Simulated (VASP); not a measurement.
A run of VASP 6.6.1 is set up as follows.

INCAR

```
SYSTEM = Al4BSbP2
  PREC = Accurate
  ENCUT = 600
  EDIFF = 1E-7
  ISMEAR = 0
  SIGMA = 0.2
  LREAL = .False.
  LASPH = .True.
  NELM = 80
  ALGO = Normal
  ISIF = 3
  LWAVE = .False.
  LCHARG = .False.
  GGA = PE
  IBRION = 2
  NSW = 36
  EDIFFG = -0.08
```

Contents of KPOINTS:

```
regular mesh
0
Gamma
  4 4 4
  0 0 0
```

POSCAR

```
Al4BSbP2
1.0
   -2.8263786900      2.8263786900      5.5876359300
    2.8263786900     -2.8263786900      5.5876359300
    2.8263786900      2.8263786900     -5.5876359300
Al B Sb P
4 1 1 2
Direct
    0.1170010000      0.1170010000      0.4956600100
    0.8829990000      0.3786590100      0.0000000000
    0.6213409900      0.6213409900      0.5043399900
    0.3786590100      0.8829990000      0.0000000000
    0.5000000000      0.5000000000      0.0000000000
    0.0000000000      0.0000000000      0.0000000000
    0.7500000000      0.2500000000      0.5000000000
    0.2500000000      0.7500000000      0.5000000000
```

Potentials or basis: VASP PAW PBE potentials, release 64 (Al, B, Sb, P).

Run with:

```bash
$ cat potpaw_PBE.64/Al/POTCAR potpaw_PBE.64/B/POTCAR potpaw_PBE.64/Sb/POTCAR potpaw_PBE.64/P/POTCAR > POTCAR
$ mpirun -np 1 vasp_std > vasp.out
```

(1) What does it give for the relaxed cell?

(2) Predict the relaxed volume.

## Answers

(1) a = 6.956 Å, b = 6.956 Å, c = 6.956 Å, α = 134.80°, β = 134.80°, γ = 65.85°.

(2) 20.87 Å³/atom.
